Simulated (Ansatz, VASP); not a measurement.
**One calculation of Li, two programs**

```
Li
1.0
     3.11100    0.00000    0.00000
    -1.55550    2.69421    0.00000
     0.00000    0.00000    4.94021
Li
2
Cartesian
  0.0000 1.7961 1.2351
  1.5555 0.8981 3.7052
```

Change from the starting cell: zz strain of -3 %, crystal datasets.

Alike in both runs: task electric field gradients; functional PBE; k mesh 15 × 15 × 8; occupations fermi-dirac, width 0.08 eV; no spin polarisation.

|  | VASP | Ansatz |
| --- | --- | --- |
| version | VASP 6.6.1 | Ansatz 0.2.0 |
| potentials or method | VASP PAW PBE potentials, release 64 (Li_sv), cutoff 520 eV | all-electron PAW with datasets made for the crystal, scalar-relativistic |

|  | VASP | Ansatz | Ansatz less VASP |
| --- | --- | --- | --- |
| size of Vzz on the site where it differs most (V/Å²) | 0.1 | 0.1 | -0.03 |

Ansatz ran all-electron here, and VASP with PAW potentials.

Noted on VASP's run: the cutoff is short for stress, so the pressure is rough.
